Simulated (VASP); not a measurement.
Runs of VASP 6.6.1 on Ta2NbO2. The structure is that of space group I4/mmm (No. 139), or close to it. The cells are those of the table. 

| task | potentials or basis | spin | cell | k mesh | cutoff (eV) | second run | gap on the mesh (eV) | pressure (GPa) | moment (μB) | largest force (eV/Å) |
| --- | --- | --- | --- | --- | --- | --- | --- | --- | --- | --- |
| single point | VASP PAW PBE potentials, release 64 (Ta_pv, Nb_sv, O) | off | a = 5.165 Å, angles 131.4, 131.4, 71.1°, 5 atoms | 6 × 6 × 6 | 520 | - | none | 0.4 | - | 0.01 |
| single point | VASP PAW PBE potentials, release 64 (Ta_pv, Nb_sv, O) | off | a = 5.601 Å, angles 141.7, 141.7, 55.3°, 5 atoms | 6 × 6 × 6 | 520 | - | none | 10.5 | - | 0.69 |
| single point | VASP PAW PBE potentials, release 64 (Ta_sv_GW, Nb_sv, O) | off | a = 5.165 Å, angles 131.4, 131.4, 71.1°, 5 atoms | 6 × 6 × 6 | 600 | valence_matched | none | (b) | - | 0.01 |
| single point | VASP PAW PBE potentials, release 64 (Ta_pv, Nb_sv, O) | collinear, ferromagnetic start | a = 5.601 Å, angles 141.7, 141.7, 55.3°, 5 atoms | 6 × 6 × 6 | 520 | - | none | 10.5 | 0.01 | 0.69 |
| single point | VASP PAW PBE potentials, release 64 (Ta_pv, Nb_sv, O) | collinear, ferromagnetic start | a = 5.165 Å, angles 131.4, 131.4, 71.1°, 5 atoms | 6 × 6 × 6 | 520 | - | none | 0.4 | (a) | 0.01 |
| single point | VASP PAW PBE potentials, release 64 (Ta_pv, Nb_sv, O) | off | a = 5.153 Å, angles 131.3, 131.3, 71.4°, 5 atoms | 12 × 12 × 12 | 520 | - | none | 0.2 | - | 0.02 |
| relaxation of cell and atoms | VASP PAW PBE potentials, release 64 (Ta_pv, Nb_sv, O) | off | relaxed from a = 5.601 Å, angles 141.7, 141.7, 55.3°, 5 atoms | 6 × 6 × 6 | 600 | - | none | -0.2 | - | - |

Alike in all rows: level PBE; smearing gaussian 0.1 eV.

**Question.** Fill in the values left out.

**Answer.** (a) 0.00; (b) 0.0.

Caveats: some runs use coarse meshes; spin-orbit coupling is left out, which moves the levels of the heavy elements; an odd number of electrons without spin polarisation forces a metal (some runs); a magnetic or distorted state may lie lower (some runs).

A k mesh can miss the band edges, and the runs leave out spin-orbit coupling on Nb, Ta.

A gap of «none» marks levels without a gap at the run's occupations.

The runs don't all hold the same shells in valence.
